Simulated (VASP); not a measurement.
# Zr (I4/mmm) in VASP: a series of runs

The runs below take Zr through single point, with PBE.

Program: VASP 6.6.1. These are calculated values, not measurements. Logs are shortened: lines on timing, memory, paths and dates and some standing lists are left out, and cuts for length are marked.

## Step 1: The cell of the first run

The structure is tetragonal, space group I4/mmm (No. 139). Conventional cell: a = 3.620 Å, b = 3.620 Å, c = 3.584 Å, α = 90.00°, β = 90.00°, γ = 90.00°. Within 4.1 Å of Zr (site symmetry 4/mmm) lie 14 Zr at 3.12 to 3.62 Å.

This isn't the form of Zr at room conditions, which is hcp.

## Step 2: Single point, PBE (zz strain of -1 %)

Input file INCAR:

```
ALGO = Normal
EDIFF = 1E-7
ENCUT = 520
GGA = PE
ISIF = 2
ISMEAR = -1
LASPH = True
LCHARG = False
LREAL = False
LWAVE = False
NBANDS = 12
NELM = 100
PREC = Accurate
SIGMA = 0.08
```

Input file KPOINTS:

```
k-points
0
Gamma
  14 14 14
```

Input file POSCAR:

```
Zr
1.0
   -1.8100000000      1.8100000000      1.7919000000
    1.8100000000     -1.8100000000      1.7919000000
    1.8100000000      1.8100000000     -1.7919000000
Zr
1
Direct
    0.0000000000      0.0000000000      0.0000000000
```

Potentials or basis: VASP PAW PBE potentials, release 64 (Zr_sv).

Run with:

```bash
cat potpaw_PBE.64/Zr_sv/POTCAR > POTCAR
mpirun -np 1 vasp_std > vasp.out
```

OUTCAR:

```text
EDIFF = 1E-7
   ENCUT = 520
   GGA = PE
   ISIF = 2
   ISMEAR = -1
   LASPH = True
   LREAL = False
   NELM = 100
   PREC = Accurate

 ion  position               nearest neighbor table
   1  0.000  0.000  0.000-

  LATTYP: Found a body centered tetragonal cell.
 ALAT       =     3.6200000000
 C/A-ratio  =     0.9900000000

  Lattice vectors:

 A1 = (  -1.8100000000,   1.8100000000,   1.7919000000)
 A2 = (   1.8100000000,  -1.8100000000,   1.7919000000)
 A3 = (   1.8100000000,   1.8100000000,  -1.7919000000)

Analysis of symmetry for initial positions (statically):
=====================================================================
 Subroutine PRICEL returns:
 Original cell was already a primitive cell.

 Routine SETGRP: Setting up the symmetry group for a
 body centered tetragonal supercell.

 Subroutine GETGRP returns: Found 16 space group operations
 (whereof 16 operations were pure point group operations)
 out of a pool of 16 trial point group operations.

The static configuration has the point symmetry D_4h.

Analysis of symmetry for dynamics (positions and initial velocities):
=====================================================================
 Subroutine PRICEL returns:
 Original cell was already a primitive cell.

 Routine SETGRP: Setting up the symmetry group for a
 body centered tetragonal supercell.

 Subroutine GETGRP returns: Found 16 space group operations
 (whereof 16 operations were pure point group operations)
 out of a pool of 16 trial point group operations.

The dynamic configuration has the point symmetry D_4h.

 Subroutine INISYM returns: Found 16 space group operations
 (whereof 16 operations are pure point group operations),
 and found     1 'primitive' translations

----------------------------------------------------------------------------------------

                                     Primitive cell

  volume of cell :      23.4818

  direct lattice vectors                    reciprocal lattice vectors
    -1.810000000  1.810000000  1.791900000     0.000000000  0.276243094  0.279033428
     1.810000000 -1.810000000  1.791900000     0.276243094  0.000000000  0.279033428
     1.810000000  1.810000000 -1.791900000     0.276243094  0.276243094  0.000000000

  length of vectors
     3.124596872  3.124596872  3.124596872     0.392644752  0.392644752  0.390666730

  position of ions in fractional coordinates (direct lattice)
     0.000000000  0.000000000  0.000000000

  ion indices of the primitive-cell ions
   primitive index   ion index
                 1           1

----------------------------------------------------------------------------------------

 KPOINTS: k-points

Automatic generation of k-mesh.
 Grid dimensions read from file:
 generate k-points for:   14   14   14

 Generating k-lattice:

  Cartesian coordinates                     Fractional coordinates (reciprocal lattice)
     0.000000000  0.019731650  0.019930959     0.071428571 -0.000000000  0.000000000
     0.019731650  0.000000000  0.019930959    -0.000000000  0.071428571  0.000000000
     0.019731650  0.019731650  0.000000000     0.000000000  0.000000000  0.071428571

  Length of vectors
     0.028046054  0.028046054  0.027904766

  Shift w.r.t. Gamma in fractional coordinates (k-lattice)
     0.000000000  0.000000000  0.000000000

 Subroutine IBZKPT returns following result:
 ===========================================

 Found    244 irreducible k-points:

 Following reciprocal coordinates:
            Coordinates               Weight
  0.000000  0.000000  0.000000      1.000000
  0.071429  0.000000  0.000000      8.000000
  0.142857 -0.000000  0.000000      8.000000
  0.214286 -0.000000  0.000000      8.000000
  0.285714  0.000000  0.000000      8.000000
  0.357143 -0.000000  0.000000      8.000000
[... 16 lines left out ...]
  0.214286  0.142857  0.000000     16.000000
  0.285714  0.142857  0.000000     16.000000
 [... further k-points ...]
   k-points           NKPTS =    244   k-points in BZ     NKDIM =    244   number of bands    NBANDS=     12
   number of dos      NEDOS =    301   number of ions     NIONS =      1
   total plane-waves  NPLWV =  13824
   dimension x,y,z NGX =    24 NGY =   24 NGZ =   24
   dimension x,y,z NGXF=    48 NGYF=   48 NGZF=   48
   ions per type =               1
   NGX,Y,Z   is equivalent  to a cutoff of  12.77, 12.77, 12.77 a.u.
   NGXF,Y,Z  is equivalent  to a cutoff of  25.54, 25.54, 25.54 a.u.
 SYSTEM =  unknown system
   PREC   = accura    normal or accurate (medium, high low for compatibility)
   ISTART =      0    job   : 0-new  1-cont  2-samecut
   ICHARG =      2    charge: 1-file 2-atom 10-const
   ISPIN  =      1    spin polarized calculation?
   LNONCOLLINEAR =      F non collinear calculations
   LSORBIT =      F    spin-orbit coupling
   LASPH  =      T    aspherical Exc in radial PAW
   ENCUT  =  520.0 eV  38.22 Ry    6.18 a.u.   5.81  5.81  5.81*2*pi/ulx,y,z
   NELM   =    100;   NELMIN=  2; NELMDL= -5     # of ELM steps
   EDIFF  = 0.1E-06   stopping-criterion for ELM
   LREAL  =      F    real-space projection
   EDIFFG = 0.1E-05   stopping-criterion for IOM
   NSW    =      0    number of steps for IOM
   IBRION =     -1    ionic relax: 0-MD 1-quasi-New 2-CG
   NFREE  =      0    steps in history (QN), initial steepest desc. (CG)
   ISIF   =      2    stress and relaxation
   ISYM   =      2    0-nonsym 1-usesym 2-fastsym
   POTIM  = 0.5000    time-step for ionic-motion
   TEBEG  =    0.0;   TEEND  =   0.0 temperature during run
   PSTRESS=    0.0 pullay stress
   NELECT =      12.0000    total number of electrons
   NUPDOWN=      -1.0000    fix difference up-down
   EMIN   =  10.00;   EMAX   =-10.00  energy-range for DOS
   EFERMI =   0.00;   METHOD = LEGACY
   ISMEAR =    -1;   SIGMA  =   0.08  broadening in eV -4-tet -1-fermi 0-gaus
   EFERMI_NEDOS =   21; number of points for ismear=-14 and -15
   IALGO  =     38    algorithm
   IMIX   =      4    mixing-type and parameters
     AMIX     =   0.40;   BMIX     =  1.00
     AMIX_MAG =   1.60;   BMIX_MAG =  1.00
  volume/ion in A,a.u.               =      23.48       158.46
  Fermi-wavevector in a.u.,A,eV,Ry     =   1.308855  2.473378 23.308168  1.713102
  Thomas-Fermi vector in A             =   2.439494
   LORBIT       =      0    0 simple, 1 ext, 2 COOP (PROOUT), +10 PAW based schemes
   GGA     = PE    functional components
   LHFCALC =     F    Hartree Fock is set to
   AEXX    =    0.0000 exact exchange contribution
   IVDW    =     0    specifies the selected vdW correction
   LEPSILON=     F    determine dielectric tensor
   LRPA    =     F    only Hartree local field effects (RPA)
 non-spin polarized calculation
  energy-cutoff  :      520.00
  volume of cell :       23.48
 maximum number of plane-waves:       650
   NGX = 11   NGY = 11   NGZ = 11

 number of electron      12.0000000 magnetization

 Free energy of the ion-electron system (eV)
  ---------------------------------------------------
  ext. energy  EPLUGINS =         0.00000000
  ---------------------------------------------------
  free energy    TOTEN  =        -8.45117690 eV

  energy without entropy =       -8.41079962  energy(sigma->0) =       -8.43098826

 E-fermi :   8.6179     XC(G=0): -11.0378

 val. band max:        8.6174605764   @ k =  -0.1429   0.5000   0.1429
 cond. band min:       8.6214571479   @ k =  -0.4286   0.2143  -0.0000
 fundamental gap:      0.0039965715
 Fermi energy:         8.6179133305

 k-point     1 :       0.0000    0.0000    0.0000
  band No.  band energies     occupation
      1     -39.8944      2.00000
      2     -17.4200      2.00000
      3     -17.4200      2.00000
      4     -17.4190      2.00000
      5       3.2634      2.00000
      6       9.6718      0.00000
      7       9.7694      0.00000
      8       9.7694      0.00000
      9      12.1161      0.00000
     10      12.2478      0.00000
     11      20.9272      0.00000
     12      20.9272      0.00000

 k-point     2 :       0.0714    0.0000    0.0000
  band No.  band energies     occupation
      1     -39.8872      2.00000
      2     -17.4692      2.00000
      3     -17.4353      2.00000
      4     -17.4200      2.00000
      5       3.4358      2.00000
      6       9.5976      0.00001
      7       9.7286      0.00000
      8       9.8941      0.00000
      9      12.0190      0.00000
     10      12.1714      0.00000
     11      21.1346      0.00000
     12      21.2394      0.00000

 k-point     3 :       0.1429   -0.0000    0.0000
  band No.  band energies     occupation
      1     -39.8672      2.00000
      2     -17.6063      2.00000
      3     -17.4780      2.00000
      4     -17.4213      2.00000
      5       3.9233      2.00000
      6       9.3009      0.00039
      7       9.5471      0.00002
      8      10.3779      0.00000
      9      11.7551      0.00000
     10      12.1725      0.00000
     11      21.4436      0.00000
     12      22.1264      0.00000
[... 286 lines left out ...]
 k-point    23 :       0.2143    0.1429    0.0000
  band No.  band energies     occupation
      1     -39.7931      2.00000
      2     -18.0412      2.00000
      3     -17.6259      2.00000
      4     -17.4795      2.00000
      5       5.7567      2.00000
      6       8.4384      1.80815
      7       8.6735      0.66599
      8      11.5227      0.00000
      9      12.7372      0.00000
     10      12.8208      0.00000
     11      20.7658      0.00000
     12      21.8125      0.00000

 k-point    24 :       0.2857    0.1429    0.0000
  band No.  band energies     occupation
      1     -39.7665      2.00000
      2     -18.1766      2.00000
      3     -17.7051      2.00000
      4     -17.4856      2.00000
      5       6.2250      2.00000
      6       8.1857      1.99103
      7       8.7824      0.22694
      8      11.7752      0.00000
      9      12.8804      0.00000
     10      13.9961      0.00000
     11      19.6393      0.00000
     12      20.6793      0.00000

 [... further k-points ...]
[... 5 lines left out ...]
  --------------------------------------------------------------------------------------
  -------------------------------------------------------------------------------------
  Total       -0.3213924     -0.3213924     -0.3352041      0.0000000      0.0000000      0.0000000
  in kB      -21.9288178    -21.9288178    -22.8712052      0.0000000      0.0000000      0.0000000
  external PRESSURE =     -22.2429469 kB  Pullay stress =       0.0000000 kB

 VOLUME and BASIS-vectors are now :
 -----------------------------------------------------------------------------
  energy-cutoff  :      520.00
  volume of cell :       23.48
      direct lattice vectors                 reciprocal lattice vectors
    -1.810000000  1.810000000  1.791900000     0.000000000  0.276243094  0.279033428
     1.810000000 -1.810000000  1.791900000     0.276243094  0.000000000  0.279033428
     1.810000000  1.810000000 -1.791900000     0.276243094  0.276243094  0.000000000

 POSITION                                       TOTAL-FORCE (eV/Angst)
 -----------------------------------------------------------------------------------
      0.00000      0.00000      0.00000         0.000000      0.000000     -0.000000
 -----------------------------------------------------------------------------------
    total drift:                                0.000000      0.000000      0.000000

  FREE ENERGIE OF THE ION-ELECTRON SYSTEM (eV)
  ---------------------------------------------------
  free  energy   TOTEN  =        -8.4511769044 eV

  energy  without entropy=       -8.4107996246  energy(sigma->0) =       -8.43098826
```

Wall time 42 s (1 thread of Intel Xeon 8259CL, shared host); peak memory 0.19 GiB.

Results:

* Free energy: -8.4512 eV
* Pressure: -2.2 GPa
* Band gap on the k mesh: zero (bands 6 and 7 overlap by 1.70 eV)

Caveat: the cell differs from its parent crystal (zz strain of -1 %).

[end of part 1 of 3]
